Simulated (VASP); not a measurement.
A run of VASP 6.6.1 is set up as follows.

File POSCAR:

```
Al
1.0
    0.0000000000      2.0514502267      2.0514502267
    2.0514502267      0.0000000000      2.0514502267
    2.0514502267      2.0514502267      0.0000000000
Al
1
Direct
    0.0000000000      0.0000000000      0.0000000000
```

Contents of INCAR.step1:

```
  ALGO = Normal
  EDIFF = 1E-5
  ENCUT = 520
  GGA = PE
  ISIF = 2
  ISMEAR = -1
  LASPH = True
  LCHARG = False
  LREAL = False
  LWAVE = True
  NBANDS = 8
  NELM = 100
  PREC = Accurate
  SIGMA = 0.05
```

File INCAR.step2:

```
  AEXX = 0.25
  ALGO = Normal
  EDIFF = 1E-6
  ENCUT = 520
  ISIF = 2
  ISMEAR = -1
  ISTART = 1
  LASPH = True
  LCHARG = False
  LHFCALC = True
  LMIXTAU = True
  LREAL = False
  LWAVE = False
  METAGGA = R2SCAN
  NBANDS = 8
  NELM = 100
  PREC = Accurate
  PRECFOCK = Normal
  SIGMA = 0.05
```

Contents of KPOINTS:

```
k-points
0
Gamma
  6 6 6
```

Potentials or basis: VASP PAW PBE potentials, release 64 (Al).

Launch:

```sh
$ cat potpaw_PBE.64/Al/POTCAR > POTCAR
$ cp INCAR.step1 INCAR
$ mpirun -np 1 vasp_std > vasp.out
$ cp INCAR.step2 INCAR
$ mpirun -np 1 vasp_std > vasp.out
```

Problem. What does it give for the pressure?

Solution. -5.8 GPa.

Caveat: the k points lie up to 0.44 Å⁻¹ apart; the PAW data sets were made with another functional, which shifts forces and pressure a little.
